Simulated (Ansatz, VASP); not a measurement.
Rb in VASP and in Ansatz

The input INCAR:

```
PREC = Accurate ; ENCUT = 520
EDIFF = 1E-7 ; ISMEAR = 0
SIGMA = 0.05 ; LREAL = F
LASPH = T ; NELM = 150
ALGO = Normal ; ISIF = 2
LWAVE = F ; LCHARG = F
MAGMOM = 0 0 0 ; LORBIT = 11
LSORBIT = T ; GGA_COMPAT = F
LORBMOM = T ; GGA = PE
NBANDS = 20
```

The input KPOINTS:

```
regular mesh
0
Gamma
  10 10 10
```

File POSCAR:

```
Rb
1.0
    0.0000000000      3.5836242239      3.5836242239
    3.5836242239      0.0000000000      3.5836242239
    3.5836242239      3.5836242239      0.0000000000
Rb
1
Direct
    0.0000000000      0.0000000000      0.0000000000
```

Input for Ansatz:

```yaml
crystal:
  lattice:
    - [0.0, 3.5836242239, 3.5836242239]
    - [3.5836242239, 0.0, 3.5836242239]
    - [3.5836242239, 3.5836242239, 0.0]
  atoms:
    - { symbol: Rb, position: [0.0, 0.0, 0.0] }
basis:
  ecutwfc: 600
  ecutrho_ratio: 5
kpoints:
  mp_grid: { grid: [10, 10, 10] }
hamiltonian:
  xc: pbe
scf:
  occupations: { method: gaussian, width: 0.05 }
output:
  forces: true
  stress: true
  eigenvalues: true
  populations: true
magnetization:
  noncollinear: true
  spin_orbit: true
```

Alike in both runs: task single point; functional PBE; k mesh 10 × 10 × 10; occupations gaussian, width 0.05 eV; non-collinear spin, spin-orbit coupling.

|  | VASP | Ansatz |
| --- | --- | --- |
| version | VASP 6.6.1 | Ansatz 0.2.0 |
| potentials or method | VASP PAW PBE potentials, release 64 (Rb_sv), cutoff 520 eV | plane waves, PAW |
| valence electrons in the cell | 9 | 9 |

|  | VASP | Ansatz | Ansatz less VASP |
| --- | --- | --- | --- |
| pressure (GPa) | 0.0 | 0.0 | 0.00 |
